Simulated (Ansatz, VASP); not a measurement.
## CdSe in VASP and in Ansatz

INCAR

```
SYSTEM = CdSe
PREC = Accurate
ENCUT = 600
EDIFF = 1E-6
ISMEAR = -1
SIGMA = 0.08
LREAL = .FALSE.
LASPH = .TRUE.
NELM = 80
ALGO = Normal
ISIF = 3
LWAVE = .FALSE.
LCHARG = .FALSE.
GGA = PE
IBRION = 2
NSW = 60
EDIFFG = -0.005
```

File KPOINTS:

```
Automatic mesh
0
G
  13 13 13
  0 0 0
```

File POSCAR:

```
CdSe
1.0
    0.0000000000      2.6892810254      2.6892810254
    2.6892810254      0.0000000000      2.6892810254
    2.6892810254      2.6892810254      0.0000000000
Cd Se
1 1
Direct
    0.0000000000      0.0000000000      0.0000000000
    0.5000000000      0.5000000000      0.5000000000
```

Input for Ansatz:

```yaml
crystal:
  lattice:
    - [0.0, 2.6892810254, 2.6892810254]
    - [2.6892810254, 0.0, 2.6892810254]
    - [2.6892810254, 2.6892810254, 0.0]
  atoms:
    - { symbol: Cd, position: [0.0, 0.0, 0.0] }
    - { symbol: Se, position: [0.5, 0.5, 0.5] }
kpoints:
  mp_grid: { grid: [13, 13, 13] }
scf:
  occupations: { method: fermi_dirac, width: 0.08 }
hamiltonian:
  xc: pbe
  pseudopotentials: { kind: paw }
output:
  forces: true
  stress: true
relax:
  f_tol: 0.005
  max_steps: 40
  cell: {}
```

Alike in both runs: task relaxation of cell and atoms; functional PBE; k mesh 13 × 13 × 13; occupations fermi-dirac, width 0.08 eV; no spin polarisation.

```csv
,VASP,Ansatz
version,VASP 6.6.1,Ansatz 0.2.0
potentials or method,"VASP PAW PBE potentials, release 64 (Cd, Se)","PAW with Ansatz's default frozen-core files, scalar-relativistic"
plane-wave cutoff (eV),600,420
valence electrons in the cell,18,36
```

Ansatz gave:

```
relaxed volume (Å³/atom)                                     : 23.62
relaxed cell length with the largest relative difference (Å) : 4.058
```

Problem. What did VASP give for the same quantities?

Solution. Relaxed volume (Å³/atom): 23.74; relaxed cell length with the largest relative difference (Å): 4.065.

VASP's potentials hold 18 valence electrons a cell and Ansatz's 36, so a difference there can come from the potentials and not from the codes.

Noted on VASP's run: the volume moved by over 15 % at a fixed basis, so the end points are rough.
